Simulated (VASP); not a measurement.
# SrO (Fm-3m) in VASP: single point with PBE

Aim: the single point of SrO with PBE.

Everything below comes from runs of VASP 6.6.1. Logs are shortened: lines on timing, memory, paths and dates and some standing lists are left out, and cuts for length are marked.

### 1 The cell of the first run

The structure is cubic, space group Fm-3m (No. 225). The conventional cell has a = 5.133 Å, b = 5.133 Å, c = 5.133 Å, α = 90.00°, β = 90.00°, γ = 90.00°. Sr (site symmetry m-3m) has 6 O at 2.57 Å within 3.4 Å. O (site symmetry m-3m) has 6 Sr at 2.57 Å within 3.4 Å.

### 2 Single point, PBE

Input file INCAR:

```
ALGO     = Normal         # electronic algorithm
EDIFF    = 1E-6           # SCF threshold, eV
ENCUT    = 520            # plane-wave cutoff, eV
GGA      = PE             # functional
ISIF     = 2              # what is computed and relaxed
ISMEAR   = 0              # smearing method
LASPH    = T              # aspherical terms in the spheres
LCHARG   = F              # write CHGCAR
LREAL    = F              # projectors in reciprocal space
LWAVE    = F              # write WAVECAR
NBANDS   = 15             # bands
NELM     = 60             # most SCF steps
PREC     = Accurate       # precision mode
SIGMA    = 0.05           # smearing width, eV
```

Input file KPOINTS:

```
k-points
0
Gamma
  10 10 10
```

Input file POSCAR:

```
SrO
1.0
    0.0000000000      2.5663000000      2.5663000000
    2.5663000000      0.0000000000      2.5663000000
    2.5663000000      2.5663000000      0.0000000000
Sr O
1 1
Direct
    0.5000000000      0.5000000000      0.5000000000
    0.0000000000      0.0000000000      0.0000000000
```

Potentials or basis: VASP PAW PBE potentials, release 64 (Sr_sv, O).

Run with:

```bash
> cat potpaw_PBE.64/Sr_sv/POTCAR potpaw_PBE.64/O/POTCAR > POTCAR
> mpirun -np 1 vasp_std > vasp.out
```

OUTCAR:

```text
EDIFF = 1E-6
   ENCUT = 520
   GGA = PE
   ISIF = 2
   ISMEAR = 0
   LASPH = T
   LREAL = F
   NELM = 60
   PREC = Accurate

 ion  position               nearest neighbor table
   1  0.500  0.500  0.500-   2 2.57   2 2.57   2 2.57   2 2.57   2 2.57   2 2.57
   2  0.000  0.000  0.000-   1 2.57   1 2.57   1 2.57   1 2.57   1 2.57   1 2.57

  LATTYP: Found a face centered cubic cell.
 ALAT       =     5.1326000000

  Lattice vectors:

 A1 = (   0.0000000000,   2.5663000000,   2.5663000000)
 A2 = (   2.5663000000,   0.0000000000,   2.5663000000)
 A3 = (   2.5663000000,   2.5663000000,   0.0000000000)

Analysis of symmetry for initial positions (statically):
=====================================================================
 Subroutine PRICEL returns:
 Original cell was already a primitive cell.

 Routine SETGRP: Setting up the symmetry group for a
 face centered cubic supercell.

 Subroutine GETGRP returns: Found 48 space group operations
 (whereof 48 operations were pure point group operations)
 out of a pool of 48 trial point group operations.

The static configuration has the point symmetry O_h .

Analysis of symmetry for dynamics (positions and initial velocities):
=====================================================================
 Subroutine PRICEL returns:
 Original cell was already a primitive cell.

 Routine SETGRP: Setting up the symmetry group for a
 face centered cubic supercell.

 Subroutine GETGRP returns: Found 48 space group operations
 (whereof 48 operations were pure point group operations)
 out of a pool of 48 trial point group operations.

The dynamic configuration has the point symmetry O_h .

 Subroutine INISYM returns: Found 48 space group operations
 (whereof 48 operations are pure point group operations),
 and found     1 'primitive' translations

----------------------------------------------------------------------------------------

                                     Primitive cell

  volume of cell :      33.8028

  direct lattice vectors                    reciprocal lattice vectors
     0.000000000  2.566300000  2.566300000    -0.194833028  0.194833028  0.194833028
     2.566300000  0.000000000  2.566300000     0.194833028 -0.194833028  0.194833028
     2.566300000  2.566300000  0.000000000     0.194833028  0.194833028 -0.194833028

  length of vectors
     3.629296265  3.629296265  3.629296265     0.337460704  0.337460704  0.337460704

  position of ions in fractional coordinates (direct lattice)
     0.500000000  0.500000000  0.500000000
     0.000000000  0.000000000  0.000000000

  ion indices of the primitive-cell ions
   primitive index   ion index
                 1           1
                 2           2

----------------------------------------------------------------------------------------

 KPOINTS: k-points

Automatic generation of k-mesh.
 Grid dimensions read from file:
 generate k-points for:   10   10   10

 Generating k-lattice:

  Cartesian coordinates                     Fractional coordinates (reciprocal lattice)
    -0.019483303  0.019483303  0.019483303     0.100000000  0.000000000  0.000000000
     0.019483303 -0.019483303  0.019483303     0.000000000  0.100000000  0.000000000
     0.019483303  0.019483303 -0.019483303     0.000000000  0.000000000  0.100000000

  Length of vectors
     0.033746070  0.033746070  0.033746070

  Shift w.r.t. Gamma in fractional coordinates (k-lattice)
     0.000000000  0.000000000  0.000000000

 Subroutine IBZKPT returns following result:
 ===========================================

 Found     47 irreducible k-points:

 Following reciprocal coordinates:
            Coordinates               Weight
  0.000000  0.000000  0.000000      1.000000
  0.100000  0.000000  0.000000      8.000000
  0.200000  0.000000  0.000000      8.000000
  0.300000  0.000000  0.000000      8.000000
  0.400000  0.000000  0.000000      8.000000
  0.500000  0.000000  0.000000      4.000000
[... 16 lines left out ...]
  0.300000  0.300000  0.000000      6.000000
  0.400000  0.300000  0.000000     24.000000
 [... further k-points ...]
   k-points           NKPTS =     47   k-points in BZ     NKDIM =     47   number of bands    NBANDS=     15
   number of dos      NEDOS =    301   number of ions     NIONS =      2
   total plane-waves  NPLWV =  21952
   dimension x,y,z NGX =    28 NGY =   28 NGZ =   28
   dimension x,y,z NGXF=    56 NGYF=   56 NGZF=   56
   ions per type =               1   1
   NGX,Y,Z   is equivalent  to a cutoff of  12.83, 12.83, 12.83 a.u.
   NGXF,Y,Z  is equivalent  to a cutoff of  25.65, 25.65, 25.65 a.u.
 SYSTEM =  unknown system
   PREC   = accura    normal or accurate (medium, high low for compatibility)
   ISTART =      0    job   : 0-new  1-cont  2-samecut
   ICHARG =      2    charge: 1-file 2-atom 10-const
   ISPIN  =      1    spin polarized calculation?
   LNONCOLLINEAR =      F non collinear calculations
   LSORBIT =      F    spin-orbit coupling
   LASPH  =      T    aspherical Exc in radial PAW
   ENCUT  =  520.0 eV  38.22 Ry    6.18 a.u.   6.75  6.75  6.75*2*pi/ulx,y,z
   NELM   =     60;   NELMIN=  2; NELMDL= -5     # of ELM steps
   EDIFF  = 0.1E-05   stopping-criterion for ELM
   LREAL  =      F    real-space projection
   EDIFFG = 0.1E-04   stopping-criterion for IOM
   NSW    =      0    number of steps for IOM
   IBRION =     -1    ionic relax: 0-MD 1-quasi-New 2-CG
   NFREE  =      0    steps in history (QN), initial steepest desc. (CG)
   ISIF   =      2    stress and relaxation
   ISYM   =      2    0-nonsym 1-usesym 2-fastsym
   POTIM  = 0.5000    time-step for ionic-motion
   TEBEG  =    0.0;   TEEND  =   0.0 temperature during run
   PSTRESS=    0.0 pullay stress
   NELECT =      16.0000    total number of electrons
   NUPDOWN=      -1.0000    fix difference up-down
   EMIN   =  10.00;   EMAX   =-10.00  energy-range for DOS
   EFERMI =   0.00;   METHOD = LEGACY
   ISMEAR =     0;   SIGMA  =   0.05  broadening in eV -4-tet -1-fermi 0-gaus
   EFERMI_NEDOS =   21; number of points for ismear=-14 and -15
   IALGO  =     38    algorithm
   IMIX   =      4    mixing-type and parameters
     AMIX     =   0.40;   BMIX     =  1.00
     AMIX_MAG =   1.60;   BMIX_MAG =  1.00
  volume/ion in A,a.u.               =      16.90       114.06
  Fermi-wavevector in a.u.,A,eV,Ry     =   1.275843  2.410995 22.147245  1.627777
  Thomas-Fermi vector in A             =   2.408533
   LORBIT       =      0    0 simple, 1 ext, 2 COOP (PROOUT), +10 PAW based schemes
   GGA     = PE    functional components
   LHFCALC =     F    Hartree Fock is set to
   AEXX    =    0.0000 exact exchange contribution
   IVDW    =     0    specifies the selected vdW correction
   LEPSILON=     F    determine dielectric tensor
   LRPA    =     F    only Hartree local field effects (RPA)
 non-spin polarized calculation
 Gauss-broadening in eV      SIGMA  =   0.05
  energy-cutoff  :      520.00
  volume of cell :       33.80
 maximum number of plane-waves:       941
   NGX = 13   NGY = 13   NGZ = 13

 number of electron      15.9999996 magnetization

 Free energy of the ion-electron system (eV)
  ---------------------------------------------------
  ext. energy  EPLUGINS =         0.00000000
  ---------------------------------------------------
  free energy    TOTEN  =       -12.03704686 eV

  energy without entropy =      -12.03704686  energy(sigma->0) =      -12.03704686

 E-fermi :   1.9100     XC(G=0): -10.0524

 val. band max:        1.6892879772   @ k =   0.0000   0.0000   0.0000
 cond. band min:       4.9508437884   @ k =   0.5000   0.5000   0.0000
 fundamental gap:      3.2615558112
 Fermi energy:         1.9099974621

 k-point     1 :       0.0000    0.0000    0.0000
  band No.  band energies     occupation
      1     -30.6804      2.00000
      2     -13.4084      2.00000
      3     -12.3125      2.00000
      4     -12.3125      2.00000
      5     -12.3125      2.00000
      6       1.6893      2.00000
      7       1.6893      2.00000
      8       1.6893      2.00000
      9       5.7119      0.00000
     10       7.9121      0.00000
     11       7.9121      0.00000
     12       7.9121      0.00000
     13      10.0916      0.00000
     14      10.0916      0.00000
     15      14.4279      0.00000

 k-point     2 :       0.1000    0.0000    0.0000
  band No.  band energies     occupation
      1     -30.6672      2.00000
      2     -13.6650      2.00000
      3     -12.3206      2.00000
      4     -12.3206      2.00000
      5     -12.0882      2.00000
      6       1.3821      2.00000
      7       1.5578      2.00000
      8       1.5578      2.00000
      9       6.1772      0.00000
     10       7.8037      0.00000
     11       8.1105      0.00000
     12       8.1105      0.00000
     13      10.3596      0.00000
     14      10.3596      0.00000
     15      15.0889      0.00000

 k-point     3 :       0.2000    0.0000    0.0000
  band No.  band energies     occupation
      1     -30.6321      2.00000
      2     -14.1279      2.00000
      3     -12.3415      2.00000
      4     -12.3415      2.00000
      5     -11.7109      2.00000
      6       0.7390      2.00000
      7       1.2405      2.00000
      8       1.2405      2.00000
      9       7.2674      0.00000
     10       7.7052      0.00000
     11       8.6713      0.00000
     12       8.6713      0.00000
     13      11.0694      0.00000
     14      11.0694      0.00000
     15      16.6621      0.00000
[... 343 lines left out ...]
 k-point    23 :       0.3000    0.3000    0.0000
  band No.  band energies     occupation
      1     -30.5603      2.00000
      2     -14.1533      2.00000
      3     -12.5581      2.00000
      4     -12.5581      2.00000
      5     -11.9756      2.00000
      6       0.4291      2.00000
      7       1.5469      2.00000
      8       1.5469      2.00000
      9       5.6852      0.00000
     10       8.2219      0.00000
     11      10.9562      0.00000
     12      10.9562      0.00000
     13      11.1625      0.00000
     14      12.3132      0.00000
     15      19.3977      0.00000

 k-point    24 :       0.4000    0.3000    0.0000
  band No.  band energies     occupation
      1     -30.5328      2.00000
      2     -14.1606      2.00000
      3     -12.6664      2.00000
      4     -12.5947      2.00000
      5     -12.0943      2.00000
      6       0.6276      2.00000
      7       1.3819      2.00000
      8       1.4581      2.00000
      9       5.6336      0.00000
     10       8.9139      0.00000
     11      11.2330      0.00000
     12      11.4133      0.00000
     13      11.8824      0.00000
     14      12.7699      0.00000
     15      17.2530      0.00000

 [... further k-points ...]

------------------------ aborting loop because EDIFF is reached ----------------------------------------

  FORCE on cell =-STRESS in cart. coord.  units (eV):
  Direction    XX          YY          ZZ          XY          YZ          ZX
  --------------------------------------------------------------------------------------
  -------------------------------------------------------------------------------------
  Total        0.8283144      0.8283144      0.8283144      0.0000000      0.0000000      0.0000000
  in kB       39.2602933     39.2602933     39.2602933      0.0000000      0.0000000      0.0000000
  external PRESSURE =      39.2602933 kB  Pullay stress =       0.0000000 kB

 VOLUME and BASIS-vectors are now :
 -----------------------------------------------------------------------------
  energy-cutoff  :      520.00
  volume of cell :       33.80
      direct lattice vectors                 reciprocal lattice vectors
     0.000000000  2.566300000  2.566300000    -0.194833028  0.194833028  0.194833028
     2.566300000  0.000000000  2.566300000     0.194833028 -0.194833028  0.194833028
     2.566300000  2.566300000  0.000000000     0.194833028  0.194833028 -0.194833028

 POSITION                                       TOTAL-FORCE (eV/Angst)
 -----------------------------------------------------------------------------------
      2.56630      2.56630      2.56630         0.000000      0.000000      0.000000
      0.00000      0.00000      0.00000        -0.000000     -0.000000     -0.000000
 -----------------------------------------------------------------------------------
    total drift:                                0.000000      0.000000      0.000000

  FREE ENERGIE OF THE ION-ELECTRON SYSTEM (eV)
  ---------------------------------------------------
  free  energy   TOTEN  =       -12.0370468601 eV

  energy  without entropy=      -12.0370468601  energy(sigma->0) =      -12.03704686
```

Run time: 18 s. Hardware: 1 thread of Intel Xeon Platinum 8488C (Sapphire Rapids), shared host; peak memory 0.17 GiB.

Results:

```
Free energy            : -12.0370 eV
Pressure               : 3.9 GPa
Band gap on the k mesh : 3.26 eV, indirect (least direct gap 3.35 eV)
```

A k mesh can miss the band edges.
